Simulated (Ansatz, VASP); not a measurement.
Given: the input of a run of VASP 6.6.1 on MgS.

File POSCAR:

```
MgS
1.0
    0.0667560700      2.5184650300      2.7068920500
    3.0521833800      0.1936562600      2.5799918600
    3.3922924900      2.7316739500     -0.1464528500
Mg S
1 1
Direct
    0.9960441600      0.0048933100      0.0057007100
    0.7539558400      0.7451066900      0.7442992900
```

INCAR.step1

```
PREC = Accurate
ENCUT = 520
EDIFF = 1E-5
ISMEAR = -1
SIGMA = 0.05
LREAL = F
LASPH = T
NELM = 60
ALGO = Normal
ISIF = 2
LWAVE = T
GGA = PE
NBANDS = 11
```

Contents of INCAR.step2:

```
PREC = Accurate
ENCUT = 520
EDIFF = 1E-7
ISMEAR = -1
SIGMA = 0.05
LREAL = F
LASPH = T
NELM = 60
ALGO = Normal
ISIF = 2
LWAVE = F
LCHARG = T
GGA = PE
LHFCALC = T
AEXX = 0.5
HFSCREEN = 0.2
PRECFOCK = Normal
LELF = T
LVHAR = T
ISTART = 1
NBANDS = 11
```

File KPOINTS:

```
regular mesh
0
Gamma
  5 5 4
```

Potentials or basis: VASP PAW PBE potentials, release 64 (Mg, S).

Run with:

```sh
$ cat potpaw_PBE.64/Mg/POTCAR potpaw_PBE.64/S/POTCAR > POTCAR
$ cp INCAR.step1 INCAR
$ mpirun -np 1 vasp_std > vasp.out
$ cp INCAR.step2 INCAR
$ mpirun -np 1 vasp_std > vasp.out
```

Translate it to Ansatz 0.2.0. Potentials there: Ansatz PAW.

As run (the cutoff follows the program's own potentials):

input

```
crystal:
  lattice:
    - [0.06675607, 2.51846503, 2.70689205]
    - [3.05218338, 0.19365626, 2.57999186]
    - [3.39229249, 2.73167395, -0.14645285]
  atoms:
    - { symbol: Mg, position: [0.99604416, 0.00489331, 0.00570071] }
    - { symbol: S, position: [0.75395584, 0.74510669, 0.74429929] }
hamiltonian:
  xc: { exchange: pbe, correlation: pbe, exx: { coeff: 0.5, omega: 0.2 } }
  pseudopotentials: { kind: paw }
kpoints:
  mp_grid: { grid: [5, 5, 4] }
scf:
  occupations: { method: fermi_dirac, width: 0.05 }
output:
  forces: true
  stress: true
  eigenvalues: true
```

Both were run:

|  | VASP | Ansatz | Ansatz less VASP |
| --- | --- | --- | --- |
| gap on the k mesh at the Fermi level (eV) | 4.87 | 4.89 | +0.025 |
| least direct gap on the mesh (eV) | 4.96 | 4.99 | +0.027 |
| pressure (GPa) | 2.5 | 2.8 | +0.23 |
| traceless stress, the component that is largest in VASP (GPa) | -8.66 | -8.70 | -0.035 |
| rms of the force components (eV/Å) | 1.009 | 1.019 | +0.0103 |

VASP's potentials were made for PBE, not for PBE-based screened hybrid. Atom by atom the forces differ by 0.011 eV/Å (rms over components). With one functional, cell and mesh, what is left measures potentials, basis and numerics. VASP's potentials hold 8 valence electrons a cell and Ansatz's 16, so a difference there can come from the potentials and not from the codes.

The k mesh is coarse, so the values compare programs but aren't converged. Noted on Ansatz's run: odd divisions of the mesh miss points on the zone boundary, where band edges often lie, so the gap on the mesh can be too wide.
